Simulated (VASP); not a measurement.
# AgH16O8F in VASP: notebook

AgH16O8F is run at these levels: PBE+D3(BJ); tasks: single point.

Everything below comes from runs of VASP 6.6.1. Logs are shortened: lines on timing, memory, paths and dates and some standing lists are left out, and cuts for length are marked.

## Step 1: The cell of the first run

The cell holds an amorphous packing of atoms, 26 atoms: a = 6.720 Å, b = 6.720 Å, c = 6.720 Å, α = 90.00°, β = 90.00°, γ = 90.00°.

## Step 2: Single point, PBE+D3(BJ)

Contents of INCAR:

```
SYSTEM = AgH16O8F
ALGO     = Normal         ! electronic algorithm
EDIFF    = 1E-6           ! SCF threshold, eV
ENCUT    = 520            ! plane-wave cutoff, eV
GGA      = PE             ! functional
ISIF     = 2              ! what is computed and relaxed
ISMEAR   = -1             ! smearing method
IVDW     = 12             ! dispersion correction
LASPH    = .True.         ! aspherical terms in the spheres
LCHARG   = .True.         ! write CHGCAR
LELF     = .True.         ! ELF
LREAL    = Auto         
LVHAR    = .True.       
LWAVE    = .False.        ! write WAVECAR
NBANDS   = 60             ! bands
NELM     = 60             ! most SCF steps
PREC     = Accurate       ! precision mode
SIGMA    = 0.05           ! smearing width, eV
```

Contents of KPOINTS:

```
k-points
0
Gamma
  1 1 1
  0 0 0
```

Contents of POSCAR:

```
AgH16O8F
1.0
    6.7199400000      0.0000000000      0.0000000000
    0.0000000000      6.7199400000      0.0000000000
    0.0000000000      0.0000000000      6.7199400000
O H Ag F
8 16 1 1
Direct
    0.8055726688      0.4249293893      0.4604951830
    0.6011809629      0.6786965360      0.7160480600
    0.2631124683      0.5060313039      0.9736247645
    0.2370110447      0.9716902234      0.3333511906
    0.4827424054      0.1548823353      0.7771944392
    0.6578481355      1.3090295449      0.1087509710
    1.0564231228      0.2056863603      0.7182058173
    0.9099634818      0.8246353390      0.9135498234
    0.7363607413      0.3519823094      0.3490804977
    0.8729244606      0.5427131790      0.3670270866
    0.6674166734      0.5953178153      0.6211364982
    0.5046920062      0.5797819623      0.7766884823
    0.1770849144      0.4540516731      0.8701416977
    0.1748378706      0.5906749167      1.0599945833
    0.1986029637      0.9752765650      0.4796024965
    0.1427393697      0.8620761495      0.3021306738
    0.5528174359      0.0244645041      0.7666288687
    0.3611192957      0.1453882029      0.7049914136
    0.6129816635      1.3013360238     -0.0416968009
    0.6181156379      1.1739688152      0.1661621979
    0.9780295657      0.0816078715      0.7634591976
    0.9853808219      0.2630827061      0.6140531017
    0.7625068081      0.7921648110      0.8925674932
    0.9265558919      0.8301264595      1.0542504844
    0.1928142216      0.2660440421      0.1965344929
    0.0398515463      0.6479075706      0.2558504987
```

Potentials or basis: VASP PAW PBE potentials, release 64 (O, H, Ag, F).

Launch:

```
$ cat potpaw_PBE.64/O/POTCAR potpaw_PBE.64/H/POTCAR potpaw_PBE.64/Ag/POTCAR potpaw_PBE.64/F/POTCAR > POTCAR
$ mpirun -np 1 vasp_gam > vasp.out
```

OUTCAR:

```text
SYSTEM = AgH16O8F
   EDIFF = 1E-6
   ENCUT = 520
   GGA = PE
   ISIF = 2
   ISMEAR = -1
   IVDW = 12
   LASPH = .True.
   LREAL = Auto
   NELM = 60
   PREC = Accurate
 IVDW          = 12

 ion  position               nearest neighbor table
   1  0.806  0.425  0.460-   9 1.01  10 1.11
   2  0.601  0.679  0.716-  11 0.96  12 1.01
   3  0.263  0.506  0.974-  13 0.97  14 1.01  25 2.25
   4  0.237  0.972  0.333-  16 0.99  15 1.02  25 2.20
   5  0.483  0.155  0.777-  18 0.95  17 1.00
   6  0.658  0.309  0.109-  20 1.02  19 1.06
   7  0.056  0.206  0.718-  22 0.93  21 1.03
   8  0.910  0.825  0.914-  24 0.95  23 1.02
   9  0.736  0.352  0.349-   1 1.01
  10  0.873  0.543  0.367-   1 1.11
  11  0.667  0.595  0.621-   2 0.96
  12  0.505  0.580  0.777-   2 1.01
  13  0.177  0.454  0.870-   3 0.97
  14  0.175  0.591  0.060-   3 1.01
[... 8 lines left out ...]
  23  0.763  0.792  0.893-   8 1.02
  24  0.927  0.830  0.054-   8 0.95
  25  0.193  0.266  0.197-   4 2.20   3 2.25
  26  0.040  0.648  0.256-

  LATTYP: Found a simple cubic cell.
 ALAT       =     6.7199400000

  Lattice vectors:

 A1 = (   6.7199400000,   0.0000000000,   0.0000000000)
 A2 = (   0.0000000000,   6.7199400000,   0.0000000000)
 A3 = (   0.0000000000,   0.0000000000,   6.7199400000)

Analysis of symmetry for initial positions (statically):
=====================================================================
 Subroutine PRICEL returns:
 Original cell was already a primitive cell.

 Routine SETGRP: Setting up the symmetry group for a
 simple cubic supercell.

 Subroutine GETGRP returns: Found  1 space group operations
 (whereof  1 operations were pure point group operations)
 out of a pool of 48 trial point group operations.

The static configuration has the point symmetry C_1 .

Analysis of symmetry for dynamics (positions and initial velocities):
=====================================================================
 Subroutine PRICEL returns:
 Original cell was already a primitive cell.

 Routine SETGRP: Setting up the symmetry group for a
 simple cubic supercell.

 Subroutine GETGRP returns: Found  1 space group operations
 (whereof  1 operations were pure point group operations)
 out of a pool of 48 trial point group operations.

The dynamic configuration has the point symmetry C_1 .

 Subroutine INISYM returns: Found  1 space group operations
 (whereof  1 operations are pure point group operations),
 and found     1 'primitive' translations

----------------------------------------------------------------------------------------

                                     Primitive cell

  volume of cell :     303.4563

  direct lattice vectors                    reciprocal lattice vectors
     6.719940000  0.000000000  0.000000000     0.148810852  0.000000000  0.000000000
     0.000000000  6.719940000  0.000000000     0.000000000  0.148810852  0.000000000
     0.000000000  0.000000000  6.719940000     0.000000000  0.000000000  0.148810852

  length of vectors
     6.719940000  6.719940000  6.719940000     0.148810852  0.148810852  0.148810852

  position of ions in fractional coordinates (direct lattice)
     0.805572669  0.424929389  0.460495183
     0.601180963  0.678696536  0.716048060
     0.263112468  0.506031304  0.973624765
     0.237011045  0.971690223  0.333351191
     0.482742405  0.154882335  0.777194439
     0.657848135  0.309029545  0.108750971
[... 18 lines left out ...]
     0.192814222  0.266044042  0.196534493
     0.039851546  0.647907571  0.255850499

  ion indices of the primitive-cell ions
   primitive index   ion index
                 1           1
                 2           2
                 3           3
                 4           4
                 5           5
                 6           6
[... 18 lines left out ...]
                25          25
                26          26

----------------------------------------------------------------------------------------

 KPOINTS: k-points

Automatic generation of k-mesh.
 Grid dimensions read from file:
[... 44 lines left out ...]
   TEBEG  =    0.0;   TEEND  =   0.0 temperature during run
   PSTRESS=    0.0 pullay stress
   NELECT =      82.0000    total number of electrons
   NUPDOWN=      -1.0000    fix difference up-down
   EMIN   =  10.00;   EMAX   =-10.00  energy-range for DOS
   EFERMI =   0.00;   METHOD = LEGACY
   ISMEAR =    -1;   SIGMA  =   0.05  broadening in eV -4-tet -1-fermi 0-gaus
   EFERMI_NEDOS =   21; number of points for ismear=-14 and -15
   IALGO  =     38    algorithm
   IMIX   =      4    mixing-type and parameters
     AMIX     =   0.40;   BMIX     =  1.00
     AMIX_MAG =   1.60;   BMIX_MAG =  1.00
  volume/ion in A,a.u.               =      11.67        78.76
  Fermi-wavevector in a.u.,A,eV,Ry     =   1.058394  2.000075 15.241218  1.120198
  Thomas-Fermi vector in A             =   2.193702
   LORBIT       =      0    0 simple, 1 ext, 2 COOP (PROOUT), +10 PAW based schemes
   GGA     = PE    functional components
   LHFCALC =     F    Hartree Fock is set to
   AEXX    =    0.0000 exact exchange contribution
   IVDW    =    12    specifies the selected vdW correction
   LEPSILON=     F    determine dielectric tensor
   LRPA    =     F    only Hartree local field effects (RPA)
 non-spin polarized calculation
  energy-cutoff  :      520.00
  volume of cell :      303.46
 maximum number of plane-waves:      4109
 NGX is ok and might be reduce to    50
   NGX = 25   NGY = 25   NGZ = 25

 number of electron      82.0000018 magnetization

 Free energy of the ion-electron system (eV)
  ---------------------------------------------------
  ext. energy  EPLUGINS =         0.00000000
  ---------------------------------------------------
  free energy    TOTEN  =      -122.23847759 eV

  energy without entropy =     -122.23847759  energy(sigma->0) =     -122.23847759

 E-fermi :  -1.7709     XC(G=0):  -6.7607

 val. band max:       -2.9743971995   @ k =   0.0000   0.0000   0.0000
 cond. band min:       0.3021567269   @ k =   0.0000   0.0000   0.0000
 fundamental gap:      3.2765539264
 Fermi energy:        -1.7709219237

 k-point     1 :       0.0000    0.0000    0.0000
  band No.  band energies     occupation
      1     -23.6503      2.00000
      2     -22.6035      2.00000
      3     -22.3435      2.00000
      4     -22.1793      2.00000
      5     -21.9129      2.00000
      6     -21.6624      2.00000
[... 45 lines left out ...]
     52       6.4698      0.00000
     53       6.6536      0.00000
 [bands above 53 left out]

------------------------ aborting loop because EDIFF is reached ----------------------------------------

 Edisp (eV)   -1.04205

 E8    (eV) :    -0.2542

  FORCE on cell =-STRESS in cart. coord.  units (eV):
  Direction    XX          YY          ZZ          XY          YZ          ZX
  --------------------------------------------------------------------------------------
  -------------------------------------------------------------------------------------
  Total      -2.01122    -6.82579    -1.63727    -2.72270     3.28046     4.57257
  in kB     -10.61876   -36.03857    -8.64438   -14.37523    17.32006    24.14210
  external pressure =      -18.43 kB  Pullay stress =        0.00 kB

 VOLUME and BASIS-vectors are now :
 -----------------------------------------------------------------------------
  energy-cutoff  :      520.00
  volume of cell :      303.46
      direct lattice vectors                 reciprocal lattice vectors
     6.719940000  0.000000000  0.000000000     0.148810852  0.000000000  0.000000000
     0.000000000  6.719940000  0.000000000     0.000000000  0.148810852  0.000000000
     0.000000000  0.000000000  6.719940000     0.000000000  0.000000000  0.148810852

 POSITION                                       TOTAL-FORCE (eV/Angst)
 -----------------------------------------------------------------------------------
      5.41340      2.85550      3.09450         0.518407      1.278599     -2.047527
      4.03990      4.56080      4.81180        -2.135722     -0.313370      1.633920
      1.76810      3.40050      6.54270         0.017880      0.040915      0.544614
      1.59270      6.52970      2.24010        -0.670003      0.314264      2.154024
      3.24400      1.04080      5.22270         1.841316     -0.901821      0.526098
      4.42070      2.07666      0.73080        -0.928472     -1.927847     -1.184327
[... 18 lines left out ...]
      1.29570      1.78780      1.32070         0.161776     -0.192537     -0.120046
      0.26780      4.35390      1.71930        -0.039041      0.542047      0.024498
 -----------------------------------------------------------------------------------
    total drift:                                0.000538      0.003738     -0.001284

  FREE ENERGIE OF THE ION-ELECTRON SYSTEM (eV)
  ---------------------------------------------------
  free  energy   TOTEN  =      -123.2805286080 eV

  energy  without entropy=     -123.2805286079  energy(sigma->0) =     -123.28052861
```

It took 23 s on 1 thread of Intel Xeon 6975P-C (Granite Rapids), shared host; peak memory 0.33 GiB.

Results:

```yaml
Free_energy: -123.2805 eV
Pressure: -1.8 GPa
Largest_force: 3.936 eV/Å
Band_gap_on_the_k_mesh: 3.28 eV
Dispersion_energy_per_atom: -0.040 eV
```

Forces in eV/Å, atoms in the order of the input:
```
O    0.518  1.279 -2.048
O   -2.136 -0.313  1.634
O    0.018  0.041  0.545
O   -0.670  0.314  2.154
O    1.841 -0.902  0.526
O   -0.928 -1.928 -1.184
O    1.077 -2.916  2.415
O   -1.543  0.580 -1.417
H    0.417  0.835  0.870
H   -0.296 -1.863  1.503
H    1.070 -0.853 -1.185
H    0.706  1.386 -0.283
H   -0.465 -0.216 -0.480
H   -0.018  0.196 -0.160
H    0.736  0.550 -1.154
H   -0.096 -0.936 -0.882
H   -0.727  0.802 -0.164
H   -1.170 -0.028 -0.353
H    0.385 -0.271  2.398
H    0.326  1.535 -1.193
H    0.939  1.327 -0.171
H   -1.919  1.500 -2.197
H    1.541 -0.234 -0.295
H    0.270 -0.236  1.216
Ag   0.162 -0.193 -0.120
F   -0.039  0.542  0.024
```

Caveat: the k points lie up to 0.94 Å⁻¹ apart.

## Step 3: Single point, PBE+D3(BJ)

This run uses another cell than the first one, of 12.27 Å³/atom, 1.051 times its volume.

Contents of INCAR:

```
SYSTEM = AgH16O8F
ALGO = Normal
EDIFF = 1E-6
ENCUT = 520
GGA = PE
ISIF = 2
ISMEAR = -1
IVDW = 12
LASPH = .True.
LCHARG = .False.
LREAL = Auto
LWAVE = .False.
NBANDS = 60
NELM = 100
PREC = Accurate
SIGMA = 0.05
```

KPOINTS is that of step 2.

Contents of POSCAR:

```
AgH16O8F
1.0
    6.8330970000      0.0000000000      0.0000000000
    0.0000000000      6.8330970000      0.0000000000
    0.0000000000      0.0000000000      6.8330970000
O H Ag F
8 16 1 1
Direct
    0.8554686111      0.5191642970      0.4821239915
    0.5667122829      0.7923932589      0.6033720874
    0.1873820904      0.4065067421      0.9216465096
    0.2054997902      0.9911025703      0.3466802827
    0.5342087197      0.1046084960      0.8705276685
    0.7156930452      1.2426283426      0.1807525929
    1.0106105621      0.1760109655      0.6504517644
    0.8867135941      0.8988164517      0.8885136564
    0.7525870041      0.5332281980      0.3905549709
    0.9566379637      0.5901862655      0.4062872223
    0.6830285008      0.7170979718      0.5555460430
    0.4621915948      0.7001656789      0.6316316013
    0.1439171726      0.3192842133      0.8187209987
    0.0895640732      0.5079248838      0.9664285462
    0.1375950027      1.0461288637      0.4639477531
    0.1487027039      0.8693276270      0.2752339093
    0.5510824740      0.0496992798      0.7387133535
    0.4444983000      0.2138415421      0.8593467940
    0.6869213184      1.2074027341      0.0532555004
    0.8049351561      1.3518028502      0.1542931412
    0.9422667350      0.1087354680      0.7527918892
    0.9376714541      0.2559161680      0.5515215136
    0.7666655398      0.8621859166      0.9484864623
    0.9776533247      0.8223064886      0.9615552070
    0.2435059827      0.2073876604      0.1627519703
    0.0182933156      0.6753014043      0.1808111315
```

Potentials or basis: VASP PAW PBE potentials, release 64 (O, H, Ag, F).

Launch:

```
$ cat potpaw_PBE.64/O/POTCAR potpaw_PBE.64/H/POTCAR potpaw_PBE.64/Ag/POTCAR potpaw_PBE.64/F/POTCAR > POTCAR
$ mpirun -np 1 vasp_gam > vasp.out
```

It took 27 s on 1 thread of Intel Xeon 6975P-C (Granite Rapids), shared host; peak memory 0.37 GiB.

It converged, with:

```
Free energy                : -122.9728 eV
Pressure                   : 1.3 GPa
Largest force              : 3.496 eV/Å
Band gap on the k mesh     : 3.55 eV
Dispersion energy per atom : -0.038 eV
```

Forces in eV/Å, atoms in the order of the input:
```
O    0.930  0.068  1.051
O    0.388  0.003 -0.315
O    0.759  1.172  1.395
O    0.114 -1.992  0.585
O   -0.047  0.090 -0.261
O    1.131  1.633  2.725
O    1.808  1.264 -1.950
O    0.254  0.820 -1.168
H   -1.362 -0.444 -1.067
H    0.327  0.053 -0.324
H   -0.658  0.303  0.753
H    0.182 -0.048 -0.082
H   -1.270 -0.220 -1.130
H    0.604 -0.657 -0.095
H   -0.462 -0.831 -0.013
H   -0.318  0.797  1.091
H   -0.082 -0.409 -0.001
H   -0.053  0.219 -0.260
H   -1.037 -1.535 -2.965
H    0.080 -0.033  0.522
H   -1.347 -1.105  0.542
H   -0.272 -0.188  1.228
H   -1.177  0.017  0.298
H    1.021 -0.684  1.024
Ag  -0.143  1.572 -1.359
F    0.630  0.135 -0.223
```

Stress tensor (GPa, compression positive):
```
 1.30  0.65  0.62
 0.65  0.03 -1.50
 0.62 -1.50  2.43
```

Levels at points of the mesh, in eV from the valence-band top:
| k point | band 38 | band 39 | band 40 | band 41 | band 42 | band 43 | band 44 | band 45 |
| --- | --- | --- | --- | --- | --- | --- | --- | --- |
| (0.00, 0.00, 0.00) | -0.71 | -0.45 | -0.23 | 0.00 | 3.55 | 6.18 | 6.45 | 6.96 |

Caveat: the k points lie up to 0.92 Å⁻¹ apart.

## Step 4: Single point, PBE+D3(BJ)

This run uses another cell than the first one, of 12.66 Å³/atom, 1.085 times its volume.

Contents of INCAR:

```
SYSTEM = AgH16O8F
ALGO = Normal
EDIFF = 1E-7
ENCUT = 520
GGA = PE
ISIF = 2
ISMEAR = -1
IVDW = 12
LASPH = .TRUE.
LCHARG = .FALSE.
LREAL = Auto
LWAVE = .FALSE.
NBANDS = 60
NELM = 80
PREC = Accurate
SIGMA = 0.05
```

Contents of KPOINTS:

```
k-points
0
G
  1 1 1
  0 0 0
```

Contents of POSCAR:

```
AgH16O8F
1.0
    6.9042430000      0.0000000000      0.0000000000
    0.0000000000      6.9042430000      0.0000000000
    0.0000000000      0.0000000000      6.9042430000
O H Ag F
8 16 1 1
Direct
    0.8263758967      0.5479673876      0.4449003316
    0.5660577126      0.7660506735      0.6003844303
    0.1612921214      0.4066919429      0.9584975500
    0.2275267542      0.9593955485      0.3528699671
    0.4634541397     -0.0075605682      0.8981868106
    0.6851004520      1.2314891003      0.1998626062
    0.9988929996      0.1700258812      0.5737776031
    0.8953479766      0.8899020501      0.8724490143
    0.7581424930      0.5197963050      0.3179349278
    0.9652615066      0.5648700372      0.3980885377
    0.7024231331      0.7382996224      0.5738789901
    0.4980705343      0.8037376436      0.4782855992
    0.0270268587      0.3727562891      0.9307754666
    0.1256618575      0.5072967449      1.0719495244
    0.1402036400      1.0462696635      0.4403234359
    0.1587429643      0.8394692945      0.2839268548
    0.5081512919     -0.0819785746      0.7780867504
    0.3374301860      0.0441467660      0.8565602340
    0.6661845477      1.1327671984      0.2921536800
    0.6904305077      1.1771746736      0.0716660755
    0.9541523959      0.0880762743      0.6788579139
    0.8950582997      0.2697761362      0.5621036224
    0.7644719341      0.8863390237      0.9222734484
    0.9614377709      0.7866611879      0.9533992358
    0.2805666023      0.1984576731      0.1645799547
    0.0879459196      0.6793358808      0.1625956676
```

Launch:

```
$ cat potpaw_PBE.64/O/POTCAR potpaw_PBE.64/H/POTCAR potpaw_PBE.64/Ag/POTCAR potpaw_PBE.64/F/POTCAR > POTCAR
$ mpirun -np 1 vasp_gam > vasp.out
```

Run time: 31 s. Hardware: 1 thread of Intel Xeon 6975P-C (Granite Rapids), shared host; peak memory 0.37 GiB.

Results (log left out):

| Quantity | Value |
| --- | --- |
| Free energy | -123.2572 eV |
| Pressure | -1.1 GPa |
| Largest force | 2.126 eV/Å |
| Band gap on the k mesh | 3.23 eV |
| Dispersion energy per atom | -0.036 eV |

Forces on the atoms (eV/Å):
```
O    1.217 -0.435 -1.688
O   -1.175  0.937 -0.317
O   -0.640  0.382  1.034
O   -0.447 -0.205  0.649
O    0.073 -0.008 -0.862
O    0.129  2.008 -0.524
O   -0.807  0.815  0.145
O    0.593 -0.899  0.567
H    0.636  0.039  1.434
H   -1.433  0.050  0.273
H    0.013 -0.323 -0.471
H    0.503 -0.265  0.881
H    0.187 -0.532 -0.480
H    0.861  0.275 -1.040
H    0.233 -1.381 -0.783
H    0.413  1.259  0.435
H   -0.271  0.004  0.378
H    0.419 -0.148  0.068
H   -0.050 -1.363  0.821
H   -0.237 -0.645 -0.397
H   -0.004 -0.745  0.544
H    0.793 -0.135 -0.454
H   -0.375  0.086 -0.039
H   -0.066  1.039 -0.415
Ag  -0.217  0.010 -0.266
F   -0.348  0.181  0.508
```

Stress tensor (GPa, compression positive):
```
-1.96  0.34 -0.91
 0.34 -0.48 -0.26
-0.91 -0.26 -0.84
```

Levels at points of the mesh, in eV from the valence-band top:
```csv
k point,band 39,band 40,band 41,band 42,band 43,band 44
"(0.00, 0.00, 0.00)",-0.73,-0.10,0.00,3.23,5.75,6.28
```

Caveat: the k points lie up to 0.91 Å⁻¹ apart.

## Step 5: The runs side by side

```csv
cell,gap on the mesh (eV),pressure (GPa),largest force (eV/Å)
"a = 6.720 Å, 26 atoms",3.28,-1.8,3.94
"a = 6.833 Å, 26 atoms",3.55,1.3,3.50
"a = 6.904 Å, 26 atoms",3.23,-1.1,2.13
```

Alike in all rows: task single point; level PBE+D3(BJ); potentials or basis VASP PAW PBE potentials, release 64 (O, H, Ag, F); no spin polarisation; k mesh 1 × 1 × 1; cutoff (eV) 520; smearing fermi-dirac 0.05 eV.

Caveats: all runs use coarse meshes.

Absolute energies hang on the potentials; compare differences alone.
